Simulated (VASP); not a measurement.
# Lu (Fd-3m) in VASP: a series of runs, part 2 of 2

VASP 6.6.1. The steps go on from the part before.

**3. Single point, PBEsol (45.89 Å³/atom)**

File INCAR:

```
ALGO     = Normal         # electronic algorithm
EDIFF    = 1E-6           # SCF threshold, eV
ENCUT    = 520            # plane-wave cutoff, eV
GGA      = PS             # functional
ISIF     = 2              # what is computed and relaxed
ISMEAR   = -1             # smearing method
LASPH    = True           # aspherical terms in the spheres
LCHARG   = True           # write CHGCAR
LELF     = True           # ELF
LREAL    = False          # projectors in reciprocal space
LVHAR    = True         
LWAVE    = False          # write WAVECAR
NBANDS   = 32             # bands
NELM     = 60             # most SCF steps
PREC     = Accurate       # precision mode
SIGMA    = 0.05           # smearing width, eV
```

File KPOINTS:

```
k-points
0
Gamma
  10 10 10
```

File POSCAR:

```
Lu
1.0
    0.0000000000      3.5803179427      3.5803179427
    3.5803179427      0.0000000000      3.5803179427
    3.5803179427      3.5803179427      0.0000000000
Lu
2
Direct
   -0.1250000000     -0.1250000000     -0.1250000000
    0.1250000000      0.1250000000      0.1250000000
```

Potentials or basis: VASP PAW PBE potentials, release 64 (Lu).

On the command line:

```sh
$ cat potpaw_PBE.64/Lu/POTCAR > POTCAR
$ mpirun -np 1 vasp_std > vasp.out
```

OUTCAR:

```text
EDIFF = 1E-6
   ENCUT = 520
   GGA = PS
   ISIF = 2
   ISMEAR = -1
   LASPH = True
   LREAL = False
   NELM = 60
   PREC = Accurate

 ion  position               nearest neighbor table
   1  0.875  0.875  0.875-   2 3.10   2 3.10   2 3.10   2 3.10
   2  0.125  0.125  0.125-   1 3.10   1 3.10   1 3.10   1 3.10

  LATTYP: Found a face centered cubic cell.
 ALAT       =     7.1606358854

  Lattice vectors:

 A1 = (   0.0000000000,   3.5803179427,   3.5803179427)
 A2 = (   3.5803179427,   0.0000000000,   3.5803179427)
 A3 = (   3.5803179427,   3.5803179427,   0.0000000000)

Analysis of symmetry for initial positions (statically):
=====================================================================
 Subroutine PRICEL returns:
 Original cell was already a primitive cell.

 Routine SETGRP: Setting up the symmetry group for a
 face centered cubic supercell.

 Subroutine GETGRP returns: Found 48 space group operations
 (whereof 12 operations were pure point group operations)
 out of a pool of 48 trial point group operations.

The static configuration has the point symmetry D_3d.
 The point group associated with its full space group is O_h .

Analysis of symmetry for dynamics (positions and initial velocities):
=====================================================================
 Subroutine PRICEL returns:
 Original cell was already a primitive cell.

 Routine SETGRP: Setting up the symmetry group for a
 face centered cubic supercell.

 Subroutine GETGRP returns: Found 48 space group operations
 (whereof 12 operations were pure point group operations)
 out of a pool of 48 trial point group operations.

The dynamic configuration has the point symmetry D_3d.
 The point group associated with its full space group is O_h .

[... 110 lines left out ...]
   NUPDOWN=      -1.0000    fix difference up-down
   EMIN   =  10.00;   EMAX   =-10.00  energy-range for DOS
   EFERMI =   0.00;   METHOD = LEGACY
   ISMEAR =    -1;   SIGMA  =   0.05  broadening in eV -4-tet -1-fermi 0-gaus
   EFERMI_NEDOS =   21; number of points for ismear=-14 and -15
   IALGO  =     38    algorithm
   IMIX   =      4    mixing-type and parameters
     AMIX     =   0.40;   BMIX     =  1.00
     AMIX_MAG =   1.60;   BMIX_MAG =  1.00
  volume/ion in A,a.u.               =      45.89       309.71
  Fermi-wavevector in a.u.,A,eV,Ry     =   1.337006  2.526574 24.321558  1.787584
  Thomas-Fermi vector in A             =   2.465588
   LORBIT       =      0    0 simple, 1 ext, 2 COOP (PROOUT), +10 PAW based schemes
   GGA     = PS    functional components
   LHFCALC =     F    Hartree Fock is set to
   AEXX    =    0.0000 exact exchange contribution
   IVDW    =     0    specifies the selected vdW correction
   LEPSILON=     F    determine dielectric tensor
   LRPA    =     F    only Hartree local field effects (RPA)
 non-spin polarized calculation
  energy-cutoff  :      520.00
  volume of cell :       91.79
 maximum number of plane-waves:      2501
 NGX is ok and might be reduce to    40
   NGX = 19   NGY = 19   NGZ = 19

 number of electron      49.9999999 magnetization

 Free energy of the ion-electron system (eV)
  ---------------------------------------------------
  ext. energy  EPLUGINS =         0.00000000
  ---------------------------------------------------
  free energy    TOTEN  =        -5.69257912 eV

  energy without entropy =       -5.65375753  energy(sigma->0) =       -5.67316833

 E-fermi :   0.1110     XC(G=0):  -8.5783

 val. band max:        0.0995792533   @ k =  -0.2000   0.2000   0.0000
 cond. band min:       0.1149916714   @ k =  -0.2000   0.1000   0.0000
 fundamental gap:      0.0154124181
 Fermi energy:         0.1109903829

 k-point     1 :       0.0000    0.0000    0.0000
  band No.  band energies     occupation
      1     -56.9704      2.00000
      2     -56.8913      2.00000
      3     -27.7507      2.00000
      4     -27.7507      2.00000
      5     -27.7507      2.00000
      6     -27.3918      2.00000
[... 829 lines left out ...]
     31       2.5086      0.00000
     32       3.6918      0.00000

 [... further k-points ...]

------------------------ aborting loop because EDIFF is reached ----------------------------------------

  FORCE on cell =-STRESS in cart. coord.  units (eV):
  Direction    XX          YY          ZZ          XY          YZ          ZX
  --------------------------------------------------------------------------------------
  -------------------------------------------------------------------------------------
  Total        0.0093021      0.0093021      0.0093021     -0.0000000     -0.0000000     -0.0000000
  in kB        0.1623661      0.1623661      0.1623661     -0.0000000     -0.0000000     -0.0000000
  external PRESSURE =       0.1623661 kB  Pullay stress =       0.0000000 kB

 VOLUME and BASIS-vectors are now :
 -----------------------------------------------------------------------------
  energy-cutoff  :      520.00
  volume of cell :       91.79
      direct lattice vectors                 reciprocal lattice vectors
     0.000000000  3.580317943  3.580317943    -0.139652402  0.139652402  0.139652402
     3.580317943  0.000000000  3.580317943     0.139652402 -0.139652402  0.139652402
     3.580317943  3.580317943  0.000000000     0.139652402  0.139652402 -0.139652402

 POSITION                                       TOTAL-FORCE (eV/Angst)
 -----------------------------------------------------------------------------------
      6.26556      6.26556      6.26556        -0.000000     -0.000000     -0.000000
      0.89508      0.89508      0.89508         0.000000      0.000000      0.000000
 -----------------------------------------------------------------------------------
    total drift:                                0.000000      0.000000     -0.000000

  FREE ENERGIE OF THE ION-ELECTRON SYSTEM (eV)
  ---------------------------------------------------
  free  energy   TOTEN  =        -5.6925791221 eV

  energy  without entropy=       -5.6537575336  energy(sigma->0) =       -5.67316833
```

OSZICAR:

```text
N       E                     dE             d eps       ncg     rms          rms(c)
DAV:   1     0.313380662695E+03    0.31338E+03   -0.19953E+04  4192   0.497E+03
DAV:   2     0.331115089861E+02   -0.28027E+03   -0.27087E+03  3464   0.627E+02
DAV:   3    -0.849612359103E+00   -0.33961E+02   -0.33260E+02  4168   0.131E+02
DAV:   4    -0.559948729944E+01   -0.47499E+01   -0.45429E+01  4640   0.311E+01
DAV:   5    -0.578453050856E+01   -0.18504E+00   -0.18473E+00  4544   0.609E+00    0.280E+00
DAV:   6    -0.570053350631E+01    0.83997E-01   -0.37069E-01  5080   0.586E+00    0.105E+00
DAV:   7    -0.569170577633E+01    0.88277E-02   -0.55381E-02  4920   0.110E+00    0.279E-01
DAV:   8    -0.569206477809E+01   -0.35900E-03   -0.59081E-03  4808   0.654E-01    0.136E-01
DAV:   9    -0.569258136334E+01   -0.51659E-03   -0.11286E-03  4832   0.185E-01    0.270E-02
DAV:  10    -0.569257900528E+01    0.23581E-05   -0.19265E-04  4392   0.909E-02    0.178E-02
DAV:  11    -0.569258020331E+01   -0.11980E-05   -0.24840E-05  3992   0.270E-02    0.767E-03
DAV:  12    -0.569257918131E+01    0.10220E-05   -0.49704E-06  3552   0.201E-02    0.107E-03
DAV:  13    -0.569257912208E+01    0.59230E-07   -0.20768E-07  2104   0.383E-03
   1 F= -.56925791E+01 E0= -.56731683E+01  d E =-.388216E-01
```

Run time: 2.2 min. Hardware: 1 thread of Intel Xeon Platinum 8375C at 2.90GHz (Ice Lake), shared host; peak memory 0.31 GiB.

Results:

- Free energy: -5.6926 eV
- Pressure: 0.0 GPa
- Band gap on the k mesh: zero (bands 25 and 26 overlap by 1.32 eV)

Levels at points of the mesh, in eV from the Fermi level:
| k point | band 23 | band 24 | band 25 | band 26 | band 27 | band 28 |
| --- | --- | --- | --- | --- | --- | --- |
| (0.00, 0.00, 0.00) | -4.58 | 0.34 | 0.34 | 0.52 | 0.52 | 0.52 |
| (0.50, 0.00, 0.00) | -2.86 | -0.92 | 0.26 | 0.26 | 0.29 | 0.72 |
| (0.50, 0.50, 0.00) | -1.40 | -1.40 | -0.64 | -0.64 | 0.88 | 0.88 |

Caveat: the PAW data sets were made with another functional, which shifts forces and pressure a little; spin-orbit coupling is left out, which moves the levels of the heavy elements.
